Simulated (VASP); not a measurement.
# ZnCdSi2P4 (P1) in VASP: single point with PBEsol

Aim: the single point of ZnCdSi2P4 with PBEsol.

Program: VASP 6.6.1. These are calculated values, not measurements. Logs are shortened: lines on timing, memory, paths and dates and some standing lists are left out, and cuts for length are marked.

## (1) The cell of the first run

The typed cell holds 16 atoms: a = 5.481 Å, b = 5.481 Å, c = 10.470 Å, α = 90.00°, β = 90.00°, γ = 90.00°.

## (2) Single point, PBEsol

INCAR reads:

```
  ALGO = Normal
  EDIFF = 1E-6
  ENCUT = 520
  GGA = PS
  ISIF = 2
  ISMEAR = -1
  LASPH = T
  LCHARG = F
  LREAL = Auto
  LWAVE = F
  NBANDS = 66
  NELM = 60
  PREC = Accurate
  SIGMA = 0.05
```

KPOINTS reads:

```
Automatic mesh
0
Gamma
  2 2 2
  0.5 0.5 0.5
```

POSCAR reads:

```
ZnCdSi2P4
1.0
    5.4809760000     -0.0000280000     -0.0000100000
   -0.0000280000      5.4809760000     -0.0000100000
   -0.0000190000     -0.0000190000     10.4695790000
Zn Si P Cd
2 4 8 2
Direct
    0.9972810000      0.9950630000      0.0003810000
    0.0002190000      0.5019340000      0.2514870000
    0.0008090000      0.0036100000      0.4960490000
    0.4908750000      0.9975500000      0.2509320000
    0.5026110000      0.5038410000      0.0013530000
    0.9996170000      0.5015590000      0.7492310000
    0.2792870000      0.2497300000      0.1248670000
    0.2231220000      0.2509550000      0.6252800000
    0.7270200000      0.7458400000      0.1224670000
    0.7512630000      0.2267290000      0.3752280000
    0.2533100000      0.7796900000      0.3686310000
    0.2551010000      0.7214080000      0.8754510000
    0.7816830000      0.7558860000      0.6238910000
    0.7534930000      0.2810400000      0.8748310000
    0.4972200000      0.9980940000      0.7532790000
    0.5024770000      0.4948550000      0.4988590000
```

Potentials or basis: VASP PAW PBE potentials, release 64 (Zn, Si, P, Cd).

Launch:

```bash
$ cat potpaw_PBE.64/Zn/POTCAR potpaw_PBE.64/Si/POTCAR potpaw_PBE.64/P/POTCAR potpaw_PBE.64/Cd/POTCAR > POTCAR
$ mpirun -np 1 vasp_std > vasp.out
```

OUTCAR:

```text
EDIFF = 1E-6
   ENCUT = 520
   GGA = PS
   ISIF = 2
   ISMEAR = -1
   LASPH = T
   LREAL = Auto
   NELM = 60
   PREC = Accurate

 ion  position               nearest neighbor table
   1  0.997  0.995  0.000-   9 2.39  12 2.44  14 2.44   7 2.46
   2  0.000  0.502  0.251-  11 2.40  10 2.41   9 2.42   7 2.45
   3  0.001  0.004  0.496-  10 2.23  13 2.25   8 2.27  11 2.28
   4  0.491  0.998  0.251-  11 2.15   7 2.24  10 2.30   9 2.32
   5  0.503  0.504  0.001-   9 2.21  12 2.24   7 2.26  14 2.27
   6  1.000  0.502  0.749-  14 2.24   8 2.25  13 2.26  12 2.27
[... 8 lines left out ...]
  15  0.497  0.998  0.753-  12 2.39   8 2.44  14 2.45  13 2.46
  16  0.502  0.495  0.499-  10 2.39   8 2.43  13 2.47  11 2.48

  LATTYP: Found a base centered orthorhombic cell.
 ALAT       =     7.7512309963
 B/A-ratio  =     1.0000102172
 C/A-ratio  =     1.3506988767

  Lattice vectors:

 A1 = (  -5.4809760000,   0.0000280000,   0.0000100000)
 A2 = (   0.0000280000,  -5.4809760000,   0.0000100000)
 A3 = (  -0.0000190000,  -0.0000190000,  10.4695790000)

Analysis of symmetry for initial positions (statically):
=====================================================================
 Subroutine PRICEL returns:
 Original cell was already a primitive cell.

 Routine SETGRP: Setting up the symmetry group for a
 base centered orthorhombic supercell.

 Subroutine GETGRP returns: Found  1 space group operations
 (whereof  1 operations were pure point group operations)
 out of a pool of  8 trial point group operations.

The static configuration has the point symmetry C_1 .

Analysis of symmetry for dynamics (positions and initial velocities):
=====================================================================
 Subroutine PRICEL returns:
 Original cell was already a primitive cell.

 Routine SETGRP: Setting up the symmetry group for a
 base centered orthorhombic supercell.

 Subroutine GETGRP returns: Found  1 space group operations
 (whereof  1 operations were pure point group operations)
 out of a pool of  8 trial point group operations.

The dynamic configuration has the point symmetry C_1 .

 Subroutine INISYM returns: Found  1 space group operations
 (whereof  1 operations are pure point group operations),
 and found     1 'primitive' translations

----------------------------------------------------------------------------------------

                                     Primitive cell

  volume of cell :     314.5176

  direct lattice vectors                    reciprocal lattice vectors
     5.480976000 -0.000028000 -0.000010000     0.182449257  0.000000932  0.000000331
    -0.000028000  5.480976000 -0.000010000     0.000000932  0.182449257  0.000000331
    -0.000019000 -0.000019000 10.469579000     0.000000174  0.000000174  0.095514824

  length of vectors
     5.480976000  5.480976000 10.469579000     0.182449257  0.182449257  0.095514824

  position of ions in fractional coordinates (direct lattice)
     0.997281000  0.995063000  0.000381000
     0.000219000  0.501934000  0.251487000
     0.000809000  0.003610000  0.496049000
     0.490875000  0.997550000  0.250932000
     0.502611000  0.503841000  0.001353000
     0.999617000  0.501559000  0.749231000
[... 8 lines left out ...]
     0.497220000  0.998094000  0.753279000
     0.502477000  0.494855000  0.498859000

  ion indices of the primitive-cell ions
   primitive index   ion index
                 1           1
                 2           2
                 3           3
                 4           4
                 5           5
                 6           6
[... 8 lines left out ...]
                15          15
                16          16

----------------------------------------------------------------------------------------

 KPOINTS: Automatic mesh

Automatic generation of k-mesh.
 Grid dimensions read from file:
 generate k-points for:    2    2    2

 Generating k-lattice:

  Cartesian coordinates                     Fractional coordinates (reciprocal lattice)
     0.091224629  0.000000466  0.000000166     0.500000000  0.000000000  0.000000000
     0.000000466  0.091224629  0.000000166     0.000000000  0.500000000  0.000000000
     0.000000087  0.000000087  0.047757412     0.000000000  0.000000000  0.500000000

  Length of vectors
     0.091224629  0.091224629  0.047757412

  Shift w.r.t. Gamma in fractional coordinates (k-lattice)
     0.500000000  0.500000000  0.500000000

 Subroutine IBZKPT returns following result:
 ===========================================

 Found      4 irreducible k-points:

 Following reciprocal coordinates:
            Coordinates               Weight
  0.250000  0.250000  0.250000      2.000000
 -0.250000 -0.250000  0.250000      2.000000
 -0.250000  0.250000  0.250000      2.000000
  0.250000 -0.250000  0.250000      2.000000
   k-points           NKPTS =      4   k-points in BZ     NKDIM =      4   number of bands    NBANDS=     66
   number of dos      NEDOS =    301   number of ions     NIONS =     16
   total plane-waves  NPLWV = 141120
   dimension x,y,z NGX =    42 NGY =   42 NGZ =   80
   dimension x,y,z NGXF=    84 NGYF=   84 NGZF=  160
   ions per type =               2   4   8   2
   NGX,Y,Z   is equivalent  to a cutoff of  12.74, 12.74, 12.70 a.u.
   NGXF,Y,Z  is equivalent  to a cutoff of  25.48, 25.48, 25.41 a.u.
 SYSTEM =  unknown system
   PREC   = accura    normal or accurate (medium, high low for compatibility)
   ISTART =      0    job   : 0-new  1-cont  2-samecut
   ICHARG =      2    charge: 1-file 2-atom 10-const
   ISPIN  =      1    spin polarized calculation?
   LNONCOLLINEAR =      F non collinear calculations
   LSORBIT =      F    spin-orbit coupling
   LASPH  =      T    aspherical Exc in radial PAW
   ENCUT  =  520.0 eV  38.22 Ry    6.18 a.u.  10.19 10.19 19.47*2*pi/ulx,y,z
   NELM   =     60;   NELMIN=  2; NELMDL= -5     # of ELM steps
   EDIFF  = 0.1E-05   stopping-criterion for ELM
   LREAL  =      T    real-space projection
   EDIFFG = 0.1E-04   stopping-criterion for IOM
   NSW    =      0    number of steps for IOM
   IBRION =     -1    ionic relax: 0-MD 1-quasi-New 2-CG
   NFREE  =      0    steps in history (QN), initial steepest desc. (CG)
   ISIF   =      2    stress and relaxation
   ISYM   =      2    0-nonsym 1-usesym 2-fastsym
   POTIM  = 0.5000    time-step for ionic-motion
   TEBEG  =    0.0;   TEEND  =   0.0 temperature during run
   PSTRESS=    0.0 pullay stress
   NELECT =     104.0000    total number of electrons
   NUPDOWN=      -1.0000    fix difference up-down
   EMIN   =  10.00;   EMAX   =-10.00  energy-range for DOS
   EFERMI =   0.00;   METHOD = LEGACY
   ISMEAR =    -1;   SIGMA  =   0.05  broadening in eV -4-tet -1-fermi 0-gaus
   EFERMI_NEDOS =   21; number of points for ismear=-14 and -15
   IALGO  =     38    algorithm
   IMIX   =      4    mixing-type and parameters
     AMIX     =   0.40;   BMIX     =  1.00
     AMIX_MAG =   1.60;   BMIX_MAG =  1.00
  volume/ion in A,a.u.               =      19.66       132.65
  Fermi-wavevector in a.u.,A,eV,Ry     =   1.132064  2.139291 17.436800  1.281569
  Thomas-Fermi vector in A             =   2.268764
   LORBIT       =      0    0 simple, 1 ext, 2 COOP (PROOUT), +10 PAW based schemes
   GGA     = PS    functional components
   LHFCALC =     F    Hartree Fock is set to
   AEXX    =    0.0000 exact exchange contribution
   IVDW    =     0    specifies the selected vdW correction
   LEPSILON=     F    determine dielectric tensor
   LRPA    =     F    only Hartree local field effects (RPA)
 non-spin polarized calculation
  energy-cutoff  :      520.00
  volume of cell :      314.52
 maximum number of plane-waves:      8450
 NGX is ok and might be reduce to    42
   NGX = 21   NGY = 21   NGZ = 39

 number of electron     103.9999991 magnetization

 Free energy of the ion-electron system (eV)
  ---------------------------------------------------
  ext. energy  EPLUGINS =         0.00000000
  ---------------------------------------------------
  free energy    TOTEN  =       -77.98217968 eV

  energy without entropy =      -77.98217968  energy(sigma->0) =      -77.98217968

 E-fermi :   5.2274     XC(G=0):  -9.9665

 val. band max:        4.0764192142   @ k =   0.2500   0.2500   0.2500
 cond. band min:       6.3641750701   @ k =   0.2500  -0.2500   0.2500
 fundamental gap:      2.2877558559
 Fermi energy:         5.2274103672

 k-point     1 :       0.2500    0.2500    0.2500
  band No.  band energies     occupation
      1      -8.1055      2.00000
      2      -7.7105      2.00000
      3      -7.0806      2.00000
      4      -6.5844      2.00000
      5      -6.2355      2.00000
      6      -6.1419      2.00000
[... 56 lines left out ...]
     63       8.3539      0.00000
     64       8.6735      0.00000

 k-point     2 :      -0.2500   -0.2500    0.2500
  band No.  band energies     occupation
      1      -8.1033      2.00000
      2      -7.7152      2.00000
      3      -7.0824      2.00000
      4      -6.5764      2.00000
      5      -6.2397      2.00000
      6      -6.1059      2.00000
[... 56 lines left out ...]
     63       8.4357      0.00000
     64       8.6437      0.00000

 k-point     3 :      -0.2500    0.2500    0.2500
  band No.  band energies     occupation
      1      -8.1041      2.00000
      2      -7.7268      2.00000
      3      -7.0682      2.00000
      4      -6.5838      2.00000
      5      -6.2119      2.00000
      6      -6.1296      2.00000
[... 56 lines left out ...]
     63       8.3601      0.00000
     64       8.6651      0.00000

 k-point     4 :       0.2500   -0.2500    0.2500
  band No.  band energies     occupation
      1      -8.1098      2.00000
      2      -7.7072      2.00000
      3      -7.1050      2.00000
      4      -6.5575      2.00000
      5      -6.2097      2.00000
      6      -6.1327      2.00000
[... 56 lines left out ...]
     63       8.4612      0.00000
     64       8.5532      0.00000
 [bands above 64 left out]

------------------------ aborting loop because EDIFF is reached ----------------------------------------

  FORCE on cell =-STRESS in cart. coord.  units (eV):
  Direction    XX          YY          ZZ          XY          YZ          ZX
  --------------------------------------------------------------------------------------
  -------------------------------------------------------------------------------------
  Total        3.7511102      3.9151357      2.0220686      1.1047919     -1.6198036     -1.1237443
  in kB       19.1084468     19.9440056     10.3005745      5.6278959     -8.2514056     -5.7244408
  external PRESSURE =      16.4510090 kB  Pullay stress =       0.0000000 kB

 VOLUME and BASIS-vectors are now :
 -----------------------------------------------------------------------------
  energy-cutoff  :      520.00
  volume of cell :      314.52
      direct lattice vectors                 reciprocal lattice vectors
     5.480976000 -0.000028000 -0.000010000     0.182449257  0.000000932  0.000000331
    -0.000028000  5.480976000 -0.000010000     0.000000932  0.182449257  0.000000331
    -0.000019000 -0.000019000 10.469579000     0.000000174  0.000000174  0.095514824

 POSITION                                       TOTAL-FORCE (eV/Angst)
 -----------------------------------------------------------------------------------
      5.46605      5.45389      0.00397         0.170537      0.178931     -0.069713
      0.00118      2.75108      2.63296         0.030777     -0.150027     -0.270484
      0.00442      0.01978      5.19342         0.270167     -0.088620      0.237102
      2.69044      5.46753      2.62714         1.340274      0.501142     -0.759027
      2.75478      2.76153      0.01416        -0.022749     -0.516556     -0.194729
      5.47885      2.74899      7.84412         0.172959      0.119440     -0.003312
[... 8 lines left out ...]
      2.72521      5.47050      7.88650         0.295548      0.271373     -0.195556
      2.75404      2.71226      5.22283        -0.177305      0.547421      0.171438
 -----------------------------------------------------------------------------------
    total drift:                               -0.003729     -0.003210      0.003068

  FREE ENERGIE OF THE ION-ELECTRON SYSTEM (eV)
  ---------------------------------------------------
  free  energy   TOTEN  =       -77.9821796771 eV

  energy  without entropy=      -77.9821796768  energy(sigma->0) =      -77.98217968
```

Run time: 2.3 min. Hardware: 1 thread of AMD EPYC 7R13 (Zen 3), shared host; peak memory 0.34 GiB.

Results:

```
Free energy            : -77.9822 eV
Pressure               : 1.6 GPa
Largest force          : 1.620 eV/Å
Band gap on the k mesh : 2.29 eV, indirect (least direct gap 2.31 eV)
```

Forces on the atoms (eV/Å):
```
Zn   0.171  0.179 -0.070
Zn   0.031 -0.150 -0.270
Si   0.270 -0.089  0.237
Si   1.340  0.501 -0.759
Si  -0.023 -0.517 -0.195
Si   0.173  0.119 -0.003
P   -0.748  0.094 -0.097
P   -1.021 -0.100 -0.104
P    0.304  0.548  0.643
P    0.509 -0.651 -1.157
P   -1.223 -0.350  0.422
P   -1.117 -0.360  0.712
P    0.755 -0.123 -0.076
P    0.460  0.079  0.741
Cd   0.296  0.271 -0.196
Cd  -0.177  0.547  0.171
```

Caveat: the k points lie up to 0.57 Å⁻¹ apart; the PAW data sets were made with another functional, which shifts forces and pressure a little.
